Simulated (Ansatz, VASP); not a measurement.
**One calculation of Mo, two programs**

INCAR

```
ALGO = Normal ; EDIFF = 1E-6
ENCUT = 520 ; GGA = PS
ISIF = 2 ; ISMEAR = 1
LASPH = True ; LCHARG = False
LREAL = False ; LWAVE = False
NBANDS = 28 ; NELM = 100
PREC = Accurate ; SIGMA = 0.1
```

Contents of KPOINTS:

```
k-points
0
Gamma
  16 16 1
```

Contents of POSCAR:

```
Mo
1.0
    3.1350000000      0.0000000000      0.0000000000
    0.0000000000      3.1350000000      0.0000000000
    0.0000000000      0.0000000000     15.1350000000
Mo
3
Direct
    0.0000000000      0.0000000000      0.3964321110
    0.5000000000      0.5000000000      0.5000000000
    0.0000000000      0.0000000000      0.6035678890
```

Input for Ansatz:

```yaml
crystal:
  lattice:
    - [3.135, 0.0, 0.0]
    - [0.0, 3.135, 0.0]
    - [0.0, 0.0, 15.135]
  atoms:
    - { symbol: Mo, position: [0.0, 0.0, 0.396432111] }
    - { symbol: Mo, position: [0.5, 0.5, 0.5] }
    - { symbol: Mo, position: [0.0, 0.0, 0.603567889] }
scf:
  occupations: { method: methfessel_paxton, width: 0.1 }
output:
  forces: true
  stress: false
  eigenvalues: true
  write_density: true
  write_potential: true
  elf: true
  volumetric_format: npy
hamiltonian:
  xc: pbesol
kpoints:
  mp_grid: { grid: [16, 16, 1] }
```

Alike in both runs: task single point; functional PBEsol; k mesh 16 × 16 × 1; occupations methfessel-paxton of order 1, width 0.1 eV; no spin polarisation.

|  | VASP | Ansatz |
| --- | --- | --- |
| version | VASP 6.6.1 | Ansatz 0.2.0 |
| potentials or method | VASP PAW PBE potentials, release 64 (Mo_sv) | scalar-relativistic, plane waves, PAW |
| plane-wave cutoff (eV) | 520 | 420 |
| valence electrons in the cell | 42 | 42 |

VASP gave:

* gap on the k mesh at the Fermi level (eV): none
* rms of the force components (eV/Å): 0.711

Task: Estimate Ansatz's values.

Result: gap on the k mesh at the Fermi level (eV): none; rms of the force components (eV/Å): 0.723.

VASP's potentials were made for PBE, not for PBEsol. Atom by atom the forces differ by 0.012 eV/Å (rms over components). A gap of «none» marks a metal or a gap that the smearing closes. Ansatz's warnings: xc potential rough in thin density.
